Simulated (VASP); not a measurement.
Crystal: CoO.

```xyz
2
Lattice="2.6613 0.0000 0.0000 0.0000 2.6613 0.0000 0.0000 0.0000 2.6613" Properties=species:S:1:pos:R:3 pbc="T T T"
Co    0.0000    0.0000    0.0000
O     1.3306    1.3306    1.3306
```

```yaml
Program: VASP 6.6.1
Task: relaxation of cell and atoms
Functional: PBE
Potentials_or_basis: VASP PAW PBE potentials, release 64 (Co, O)
Cutoff: 600 eV
k_mesh: 10 × 10 × 10
Occupations: gaussian, width 0.02 eV
Spin: collinear spin, ferromagnetic start
Starting_moments: "[3.0, 0.0] μB"
Hubbard_terms: Co d U = 3.32 eV
```

At the start: pressure -4.1 GPa; volume 9.42 Å³/atom.

Problem. How do energy, volume and symmetry change on relaxing?

Solution. Over 3 steps the energy falls by 2.8 meV/atom and the volume is 9.20 Å³/atom (-2.3 %); space group Pm-3m (No. 221, to 0.1 Å) before and after; moment 3.00 μB per cell.

Step by step:
| step | energy change (eV) | largest force (eV/Å) | pressure (GPa) | volume (Å³) |
| --- | --- | --- | --- | --- |
| 1 | 0.0000 | 0.0000 | -4.05 | 18.85 |
| 2 | -0.0044 | 0.0000 | 2.18 | 18.20 |
| 3 | -0.0057 | 0.0000 | 0.04 | 18.41 |

Final structure:
```cif
data_structure
_symmetry_space_group_name_H-M 'P 1'
_symmetry_Int_Tables_number 1
_cell_length_a 2.6404
_cell_length_b 2.6404
_cell_length_c 2.6404
_cell_angle_alpha 90.000
_cell_angle_beta 90.000
_cell_angle_gamma 90.000
_cell_volume 18.41
loop_
_atom_site_label
_atom_site_type_symbol
_atom_site_fract_x
_atom_site_fract_y
_atom_site_fract_z
_atom_site_occupancy
Co1 Co 0.00000 0.00000 0.00000 1
O1 O 0.50000 0.50000 0.50000 1
```

Caveat: a cell with one magnetic atom can't hold antiferromagnetic order, which such compounds often take.
